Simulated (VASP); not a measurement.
# Cd3O2 (P4mm) in VASP: notebook

Runs on Cd3O2. Level: PBE. Tasks: single point, relaxation of cell and atoms.

All numbers are computed with VASP 6.6.1; they aren't measurements. Logs are shortened: lines on timing, memory, paths and dates and some standing lists are left out, and cuts for length are marked.

**1. The cell of the first run**

It takes space group P4mm (No. 99, tetragonal). The conventional cell has a = 4.403 Å, b = 4.403 Å, c = 5.715 Å, α = 90.00°, β = 90.00°, γ = 90.00°. Cd (site symmetry 2mm) has 4 O at 2.21 to 2.38 Å within 2.9 Å. Cd (site symmetry 4mm) has 1 O at 2.23 Å within 3.0 Å. O (site symmetry 4mm) has 5 Cd at 2.23 to 2.38 Å within 3.0 Å. Within 2.9 Å of O (site symmetry 4mm) lie 4 Cd at 2.21 Å.

The cell was built from a structure type or drawn by symmetry, and may not be a known phase.

**2. Single point, PBE**

File INCAR:

```
SYSTEM = Cd3O2
ALGO     = Normal         ! electronic algorithm
EDIFF    = 1E-6           ! SCF threshold, eV
ENCUT    = 520            ! plane-wave cutoff, eV
GGA      = PE             ! functional
ISIF     = 2              ! what is computed and relaxed
ISMEAR   = 0              ! smearing method
LASPH    = .TRUE.         ! aspherical terms in the spheres
LCHARG   = .FALSE.        ! write CHGCAR
LREAL    = .FALSE.        ! projectors in reciprocal space
LWAVE    = .FALSE.        ! write WAVECAR
NBANDS   = 32             ! bands
NELM     = 80             ! most SCF steps
PREC     = Accurate       ! precision mode
SIGMA    = 0.2            ! smearing width, eV
```

File KPOINTS:

```
k-points
0
G
  4 4 3
  0 0 0
```

File POSCAR:

```
Cd3O2
1.0
    4.4033236854      0.0000000000      0.0000000000
    0.0000000000      4.4033236854      0.0000000000
    0.0000000000      0.0000000000      5.7149044345
Cd O
3 2
Direct
    0.5000000000      0.0000000000      0.9875053127
    0.0000000000      0.5000000000      0.9875053127
    0.0000000000      0.0000000000      0.4386283262
    0.0000000000      0.0000000000      0.8292906100
    0.5000000000      0.5000000000      0.0270703584
```

Potentials or basis: VASP PAW PBE potentials, release 64 (Cd, O).

The run is started by

```bash
$ cat potpaw_PBE.64/Cd/POTCAR potpaw_PBE.64/O/POTCAR > POTCAR
$ mpirun -np 1 vasp_std > vasp.out
```

OUTCAR:

```text
SYSTEM = Cd3O2
   EDIFF = 1E-6
   ENCUT = 520
   GGA = PE
   ISIF = 2
   ISMEAR = 0
   LASPH = .TRUE.
   LREAL = .FALSE.
   NELM = 80
   PREC = Accurate

 ion  position               nearest neighbor table
   1  0.500  0.000  0.988-   5 2.21   5 2.21   4 2.38   4 2.38   2 3.11   2 3.11   2 3.11   2 3.11
                             3 3.39   3 3.39
   2  0.000  0.500  0.988-   5 2.21   5 2.21   4 2.38   4 2.38   1 3.11   1 3.11   1 3.11   1 3.11
                             3 3.39   3 3.39
   3  0.000  0.000  0.439-   4 2.23   2 3.39   1 3.39   2 3.39   1 3.39
   4  0.000  0.000  0.829-   3 2.23   2 2.38   1 2.38   2 2.38   1 2.38
   5  0.500  0.500  0.027-   1 2.21   2 2.21   1 2.21   2 2.21

  LATTYP: Found a simple tetragonal cell.
 ALAT       =     4.4033236854
 C/A-ratio  =     1.2978615343

  Lattice vectors:

 A1 = (   4.4033236854,   0.0000000000,   0.0000000000)
 A2 = (   0.0000000000,   4.4033236854,   0.0000000000)
 A3 = (   0.0000000000,   0.0000000000,   5.7149044345)

Analysis of symmetry for initial positions (statically):
=====================================================================
 Subroutine PRICEL returns:
 Original cell was already a primitive cell.

 Routine SETGRP: Setting up the symmetry group for a
 simple tetragonal supercell.

 Subroutine GETGRP returns: Found  8 space group operations
 (whereof  8 operations were pure point group operations)
 out of a pool of 16 trial point group operations.

The static configuration has the point symmetry C_4v.

Analysis of symmetry for dynamics (positions and initial velocities):
=====================================================================
 Subroutine PRICEL returns:
 Original cell was already a primitive cell.

 Routine SETGRP: Setting up the symmetry group for a
 simple tetragonal supercell.

 Subroutine GETGRP returns: Found  8 space group operations
 (whereof  8 operations were pure point group operations)
 out of a pool of 16 trial point group operations.

The dynamic configuration has the point symmetry C_4v.

 Subroutine INISYM returns: Found  8 space group operations
 (whereof  8 operations are pure point group operations),
 and found     1 'primitive' translations

----------------------------------------------------------------------------------------

                                     Primitive cell

  volume of cell :     110.8078

  direct lattice vectors                    reciprocal lattice vectors
     4.403323685  0.000000000  0.000000000     0.227101179  0.000000000  0.000000000
     0.000000000  4.403323685  0.000000000     0.000000000  0.227101179  0.000000000
     0.000000000  0.000000000  5.714904435     0.000000000  0.000000000  0.174981054

  length of vectors
     4.403323685  4.403323685  5.714904435     0.227101179  0.227101179  0.174981054

  position of ions in fractional coordinates (direct lattice)
     0.500000000  0.000000000  0.987505313
     0.000000000  0.500000000  0.987505313
     0.000000000  0.000000000  0.438628326
     0.000000000  0.000000000  0.829290610
     0.500000000  0.500000000  0.027070358

  ion indices of the primitive-cell ions
   primitive index   ion index
                 1           1
                 2           2
                 3           3
                 4           4
                 5           5

----------------------------------------------------------------------------------------

 KPOINTS: k-points

Automatic generation of k-mesh.
 Grid dimensions read from file:
 generate k-points for:    4    4    3

 Generating k-lattice:

  Cartesian coordinates                     Fractional coordinates (reciprocal lattice)
     0.056775295  0.000000000  0.000000000     0.250000000  0.000000000  0.000000000
     0.000000000  0.056775295  0.000000000     0.000000000  0.250000000  0.000000000
     0.000000000  0.000000000  0.058327018     0.000000000  0.000000000  0.333333333

  Length of vectors
     0.056775295  0.056775295  0.058327018

  Shift w.r.t. Gamma in fractional coordinates (k-lattice)
     0.000000000  0.000000000  0.000000000

 Subroutine IBZKPT returns following result:
 ===========================================

 Found     12 irreducible k-points:

 Following reciprocal coordinates:
            Coordinates               Weight
  0.000000  0.000000  0.000000      1.000000
  0.250000  0.000000  0.000000      4.000000
  0.500000  0.000000  0.000000      2.000000
  0.250000  0.250000  0.000000      4.000000
  0.500000  0.250000  0.000000      4.000000
  0.500000  0.500000  0.000000      1.000000
  0.000000  0.000000  0.333333      2.000000
  0.250000  0.000000  0.333333      8.000000
  0.500000  0.000000  0.333333      4.000000
  0.250000  0.250000  0.333333      8.000000
  0.500000  0.250000  0.333333      8.000000
  0.500000  0.500000  0.333333      2.000000
   k-points           NKPTS =     12   k-points in BZ     NKDIM =     12   number of bands    NBANDS=     32
   number of dos      NEDOS =    301   number of ions     NIONS =      5
   total plane-waves  NPLWV =  62208
   dimension x,y,z NGX =    36 NGY =   36 NGZ =   48
   dimension x,y,z NGXF=    72 NGYF=   72 NGZF=   96
   ions per type =               3   2
   NGX,Y,Z   is equivalent  to a cutoff of  13.59, 13.59, 13.96 a.u.
   NGXF,Y,Z  is equivalent  to a cutoff of  27.18, 27.18, 27.93 a.u.
 SYSTEM =  Cd3O2
   PREC   = accura    normal or accurate (medium, high low for compatibility)
   ISTART =      0    job   : 0-new  1-cont  2-samecut
   ICHARG =      2    charge: 1-file 2-atom 10-const
   ISPIN  =      1    spin polarized calculation?
   LNONCOLLINEAR =      F non collinear calculations
   LSORBIT =      F    spin-orbit coupling
   LASPH  =      T    aspherical Exc in radial PAW
   ENCUT  =  520.0 eV  38.22 Ry    6.18 a.u.   8.19  8.19 10.63*2*pi/ulx,y,z
   NELM   =     80;   NELMIN=  2; NELMDL= -5     # of ELM steps
   EDIFF  = 0.1E-05   stopping-criterion for ELM
   LREAL  =      F    real-space projection
   EDIFFG = 0.1E-04   stopping-criterion for IOM
   NSW    =      0    number of steps for IOM
   IBRION =     -1    ionic relax: 0-MD 1-quasi-New 2-CG
   NFREE  =      0    steps in history (QN), initial steepest desc. (CG)
   ISIF   =      2    stress and relaxation
   ISYM   =      2    0-nonsym 1-usesym 2-fastsym
   POTIM  = 0.5000    time-step for ionic-motion
   TEBEG  =    0.0;   TEEND  =   0.0 temperature during run
   PSTRESS=    0.0 pullay stress
   NELECT =      48.0000    total number of electrons
   NUPDOWN=      -1.0000    fix difference up-down
   EMIN   =  10.00;   EMAX   =-10.00  energy-range for DOS
   EFERMI =   0.00;   METHOD = LEGACY
   ISMEAR =     0;   SIGMA  =   0.20  broadening in eV -4-tet -1-fermi 0-gaus
   EFERMI_NEDOS =   21; number of points for ismear=-14 and -15
   IALGO  =     38    algorithm
   IMIX   =      4    mixing-type and parameters
     AMIX     =   0.40;   BMIX     =  1.00
     AMIX_MAG =   1.60;   BMIX_MAG =  1.00
  volume/ion in A,a.u.               =      22.16       149.55
  Fermi-wavevector in a.u.,A,eV,Ry     =   1.238697  2.340798 20.876384  1.534371
  Thomas-Fermi vector in A             =   2.373212
   LORBIT       =      0    0 simple, 1 ext, 2 COOP (PROOUT), +10 PAW based schemes
   GGA     = PE    functional components
   LHFCALC =     F    Hartree Fock is set to
   AEXX    =    0.0000 exact exchange contribution
   IVDW    =     0    specifies the selected vdW correction
   LEPSILON=     F    determine dielectric tensor
   LRPA    =     F    only Hartree local field effects (RPA)
 non-spin polarized calculation
 Gauss-broadening in eV      SIGMA  =   0.20
  energy-cutoff  :      520.00
  volume of cell :      110.81
 maximum number of plane-waves:      3004
 NGX is ok and might be reduce to    36
   NGX = 17   NGY = 17   NGZ = 21

 number of electron      47.9999991 magnetization

 Free energy of the ion-electron system (eV)
  ---------------------------------------------------
  ext. energy  EPLUGINS =         0.00000000
  ---------------------------------------------------
  free energy    TOTEN  =       -14.92382948 eV

  energy without entropy =      -14.91642315  energy(sigma->0) =      -14.92012632

 E-fermi :   0.9238     XC(G=0):  -8.9802

 val. band max:        0.7884125131   @ k =   0.5000   0.5000   0.3333
 cond. band min:       1.1316507656   @ k =   0.5000   0.0000   0.3333
 fundamental gap:      0.3432382525
 Fermi energy:         0.9237878623

 k-point     1 :       0.0000    0.0000    0.0000
  band No.  band energies     occupation
      1     -17.3902      2.00000
      2     -16.9421      2.00000
      3      -7.8947      2.00000
      4      -7.7688      2.00000
      5      -7.7688      2.00000
      6      -7.7333      2.00000
[... 24 lines left out ...]
     31       8.6114      0.00000
     32       9.2867      0.00000

 k-point     2 :       0.2500    0.0000    0.0000
  band No.  band energies     occupation
      1     -17.2716      2.00000
      2     -16.9349      2.00000
      3      -7.8125      2.00000
      4      -7.7637      2.00000
      5      -7.6962      2.00000
      6      -7.5833      2.00000
[... 24 lines left out ...]
     31       8.2345      0.00000
     32       9.3844      0.00000

 k-point     3 :       0.5000    0.0000    0.0000
  band No.  band energies     occupation
      1     -17.1240      2.00000
      2     -16.9519      2.00000
      3      -7.9818      2.00000
      4      -7.6825      2.00000
      5      -7.5295      2.00000
      6      -7.5192      2.00000
[... 24 lines left out ...]
     31       8.3289      0.00000
     32       9.2616      0.00000

 k-point     4 :       0.2500    0.2500    0.0000
  band No.  band energies     occupation
      1     -17.1595      2.00000
      2     -16.9183      2.00000
      3      -7.9832      2.00000
      4      -7.7107      2.00000
      5      -7.6937      2.00000
      6      -7.5882      2.00000
[... 234 lines left out ...]
     31       8.6598      0.00000
     32       8.9309      0.00000

 k-point    11 :       0.5000    0.2500    0.3333
  band No.  band energies     occupation
      1     -17.0211      2.00000
      2     -16.9142      2.00000
      3      -8.1762      2.00000
      4      -7.9543      2.00000
      5      -7.7720      2.00000
      6      -7.6061      2.00000
[... 24 lines left out ...]
     31       8.2010      0.00000
     32       8.2526      0.00000

 k-point    12 :       0.5000    0.5000    0.3333
  band No.  band energies     occupation
      1     -16.9129      2.00000
      2     -16.8850      2.00000
      3      -8.3316      2.00000
      4      -8.3316      2.00000
      5      -7.6952      2.00000
      6      -7.6941      2.00000
[... 24 lines left out ...]
     31       7.1182      0.00000
     32       8.8199      0.00000

------------------------ aborting loop because EDIFF is reached ----------------------------------------

  FORCE on cell =-STRESS in cart. coord.  units (eV):
  Direction    XX          YY          ZZ          XY          YZ          ZX
  --------------------------------------------------------------------------------------
  -------------------------------------------------------------------------------------
  Total        0.5147526      0.5147526      0.2245872      0.0000000      0.0000000      0.0000000
  in kB        7.4428437      7.4428437      3.2473223      0.0000000      0.0000000      0.0000000
  external PRESSURE =       6.0443366 kB  Pullay stress =       0.0000000 kB

 VOLUME and BASIS-vectors are now :
 -----------------------------------------------------------------------------
  energy-cutoff  :      520.00
  volume of cell :      110.81
      direct lattice vectors                 reciprocal lattice vectors
     4.403323685  0.000000000  0.000000000     0.227101179  0.000000000  0.000000000
     0.000000000  4.403323685  0.000000000     0.000000000  0.227101179  0.000000000
     0.000000000  0.000000000  5.714904435     0.000000000  0.000000000  0.174981054

 POSITION                                       TOTAL-FORCE (eV/Angst)
 -----------------------------------------------------------------------------------
      2.20166      0.00000      5.64350        -0.000000      0.000000      0.004586
      0.00000      2.20166      5.64350        -0.000000     -0.000000      0.004586
      0.00000      0.00000      2.50672         0.000000      0.000000     -0.066657
      0.00000      0.00000      4.73932         0.000000      0.000000      0.013001
      2.20166      2.20166      0.15470        -0.000000      0.000000      0.044483
 -----------------------------------------------------------------------------------
    total drift:                                0.000000      0.000000      0.000458

  FREE ENERGIE OF THE ION-ELECTRON SYSTEM (eV)
  ---------------------------------------------------
  free  energy   TOTEN  =       -14.9238294828 eV

  energy  without entropy=      -14.9164231548  energy(sigma->0) =      -14.92012632
```

Run time: 56 s. Hardware: 1 thread of Intel Xeon Platinum 8488C (Sapphire Rapids), shared host; peak memory 0.24 GiB.

Results:

```
Free energy            : -14.9238 eV
Pressure               : 0.6 GPa
Largest force          : 0.067 eV/Å
Band gap on the k mesh : 0.34 eV (least direct gap 0.83 eV)
```

Forces in eV/Å, atoms in the order of the input:
```
Cd   0.000  0.000  0.005
Cd   0.000  0.000  0.005
Cd   0.000  0.000 -0.067
O    0.000  0.000  0.013
O    0.000  0.000  0.044
```

Stress tensor (GPa, compression positive):
```
0.74 0.00 0.00
0.00 0.74 0.00
0.00 0.00 0.32
```

Levels at points of the mesh, in eV from the valence-band top:
| k point | band 21 | band 22 | band 23 | band 24 | band 25 | band 26 | band 27 | band 28 |
| --- | --- | --- | --- | --- | --- | --- | --- | --- |
| (0.00, 0.00, 0.00) | -3.37 | -2.81 | -2.59 | -2.59 | 1.99 | 2.51 | 3.11 | 4.95 |
| (0.50, 0.00, 0.00) | -3.22 | -2.90 | -2.32 | -0.81 | 0.60 | 3.34 | 3.63 | 4.84 |
| (0.50, 0.50, 0.00) | -2.05 | -1.74 | -1.74 | -1.03 | 1.92 | 1.92 | 3.77 | 5.14 |

Caveat: an odd mesh through Γ misses points on the zone boundary, where band edges can lie.

[end of part 1 of 2]
